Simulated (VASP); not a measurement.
Runs of VASP 6.6.1 on Ge2Sb2O. The structure is that of space group I4/mmm (No. 139), or close to it. The cells are those of the table. The cell was generated, and may not be a known phase.

```csv
task,cell,k mesh,cutoff (eV),gap on the mesh (eV),pressure (GPa),relaxed volume (Å³/atom)
single point,"a = 5.663 Å, angles 119.3, 119.3, 91.3°, 5 atoms",4 × 4 × 4,520,none,41.0,-
single point,"a = 6.537 Å, angles 139.9, 139.9, 58.0°, 5 atoms",12 × 12 × 12,520,none,-0.3,-
relaxation of cell and atoms,"relaxed from a = 5.663 Å, angles 119.3, 119.3, 91.3°, 5 atoms",4 × 4 × 4,600,none,0.0,22.37
single point,"a = 6.458 Å, angles 139.3, 139.3, 58.9°, 5 atoms",4 × 4 × 4,520,none,(a),-
relaxation of cell and atoms,"relaxed from a = 6.458 Å, angles 139.3, 139.3, 58.9°, 5 atoms",6 × 6 × 6,600,none,0.1,22.82
single point,"a = 6.539 Å, angles 139.9, 139.9, 57.9°, 5 atoms",6 × 6 × 6,520,none,-0.3,-
```

Alike in all rows: level PBE; potentials or basis VASP PAW PBE potentials, release 64 (Ge_d, Sb, O); no spin polarisation; smearing gaussian 0.1 eV.

Question: Estimate the missing entries.

Answer: (a) -0.1.

Caveats: some runs use coarse meshes; spin-orbit coupling is left out, which moves the levels of the heavy elements; the stress differs along the axes, from -5 to 133 GPa (at least some runs).

A k mesh can miss the band edges, and the runs leave out spin-orbit coupling on Ge, Sb.

A gap of «none» marks levels without a gap at the run's occupations.
